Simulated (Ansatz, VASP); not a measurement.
## TiC: VASP beside Ansatz

The input POSCAR:

```
TiC
1.0
    0.0000000000      2.1315400000      2.1315400000
    2.1315400000      0.0000000000      2.1315400000
    2.1315400000      2.1315400000      0.0000000000
Ti C
1 1
Direct
    0.0000000000      0.0000000000      0.0000000000
    0.5000000000      0.5000000000      0.5000000000
```

Contents of INCAR.step1:

```
ALGO = Normal
EDIFF = 1E-4
ENCUT = 520
GGA = PE
ISMEAR = 0
LASPH = True
LCHARG = False
LREAL = False
LWAVE = True
NBANDS = 15
NELM = 100
PREC = Accurate
SIGMA = 0.15
```

Contents of INCAR.step2:

```
ALGO = Normal
EDIFF = 1E-6
ENCUT = 520
ISIF = 2
ISMEAR = 0
ISTART = 1
LASPH = True
LCHARG = False
LMIXTAU = True
LREAL = False
LWAVE = False
METAGGA = R2SCAN
NBANDS = 15
NELM = 100
PREC = Accurate
SIGMA = 0.15
```

The input KPOINTS:

```
k-points
0
Gamma
  18 18 18
```

Input for Ansatz:

```yaml
crystal:
  lattice:
    - [0.0, 2.13154, 2.13154]
    - [2.13154, 0.0, 2.13154]
    - [2.13154, 2.13154, 0.0]
  atoms:
    - { symbol: Ti, position: [0.0, 0.0, 0.0] }
    - { symbol: C, position: [0.5, 0.5, 0.5] }
basis:
  ecutwfc: 500
kpoints:
  mp_grid: { grid: [18, 18, 18] }
hamiltonian:
  xc: r2scan
scf:
  occupations: { method: gaussian, width: 0.15 }
output:
  forces: true
  stress: true
  eigenvalues: true
```

Change from the starting cell: strain -0.015 along x and y, -0.015 along z, atoms carried along.

Alike in both runs: task single point; functional r2SCAN; k mesh 18 × 18 × 18; occupations gaussian, width 0.15 eV; no spin polarisation.

```csv
,VASP,Ansatz
version,VASP 6.6.1,Ansatz 0.2.0
potentials or method,"VASP PAW PBE potentials, release 64 (Ti_sv, C), cutoff 520 eV","scalar-relativistic, plane waves, PAW"
valence electrons in the cell,16,16
```

```csv
,VASP,Ansatz,Ansatz less VASP
gap on the k mesh at the Fermi level (eV),none,none,-
pressure (GPa),14.0,13.0,-1.04
```

VASP's potentials were made for PBE, not for r2SCAN. A gap of «none» marks a metal or a gap that the smearing closes. The functional is the same, so the differences come from potentials, cutoffs and numerics.
